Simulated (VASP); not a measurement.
Crystal: MgS.

```xyz
2
Lattice="0.0000 2.6015 2.6015 2.6015 0.0000 2.6015 2.6015 2.6015 0.0000" Properties=species:S:1:pos:R:3 pbc="T T T"
Mg    0.0000    0.0000    0.0000
S     2.6015    2.6015    2.6015
```

Base run:

| Quantity | Value |
| --- | --- |
| Program | VASP 6.6.1 |
| Functional | PBEsol |
| Potentials or basis | VASP PAW PBE potentials, release 64 (Mg, S) |
| Cutoff | 520 eV |
| k mesh | 6 × 6 × 6 |
| Occupations | gaussian, width 0.01 eV |
| Spin | no spin polarisation |

Its results: band gap on the k mesh 2.70 eV, indirect (least direct gap 3.59 eV); pressure -1.1 GPa.

Problem. After a change of settings the same cell gave: band gap on the k mesh 2.75 eV, indirect (least direct gap 3.70 eV); pressure 1.2 GPa. Which change was it?
A. further incar settings from ALGO = Normal; EDIFF = 1e-06; NBANDS = 11 to ALGO = Normal; EDIFF = 1e-07; NBANDS = 11
B. functional from PBEsol to PBE; k mesh from 6 × 6 × 6 to 4 × 4 × 4
C. functional from PBEsol to r2SCAN; further incar settings from ALGO = Normal; EDIFF = 1e-06; NBANDS = 11 to ALGO = Normal; EDIFF = 1e-07; NBANDS = 11

Solution. B.

Caveats: some runs use coarse meshes; the PAW data sets were made with another functional, which shifts forces and pressure a little (some runs).
